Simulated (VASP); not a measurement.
A run of VASP 6.6.1:

INCAR

```
SYSTEM = N
PREC = Accurate ; ENCUT = 600
EDIFF = 1E-6 ; ISMEAR = -1
SIGMA = 0.15 ; LREAL = .FALSE.
LASPH = .TRUE. ; NELM = 100
ALGO = Normal ; ISIF = 3
LWAVE = .FALSE. ; LCHARG = .FALSE.
GGA = PE ; IVDW = 12
IBRION = 2 ; NSW = 80
EDIFFG = -0.001
```

Contents of KPOINTS:

```
Automatic mesh
0
G
  18 18 16
  0 0 0
```

Contents of POSCAR:

```
N
1.0
    2.6141524252      0.0000000000      0.0000000000
   -1.3070762126      2.2639224096      0.0000000000
    0.0000000000      0.0000000000      2.4858947499
N
2
Direct
    0.6666666667      0.3333333333      0.2500000000
    0.3333333333      0.6666666667      0.7500000000
```

Potentials or basis: VASP PAW PBE potentials, release 64 (N).

Launch:

```sh
$ cat potpaw_PBE.64/N/POTCAR > POTCAR
$ mpirun -np 1 vasp_std > vasp.out
```

Hardware: 1 thread of AMD EPYC 7R13 Processor (Zen 3) (shared host).

Question: Estimate the wall time of this run.

Answer: Wall time 82 s on 1 thread of AMD EPYC 7R13 Processor (Zen 3), with other jobs on the host, peak memory 0.14 GiB. Counts: scf iterations 26, k points 333, ion steps 7.
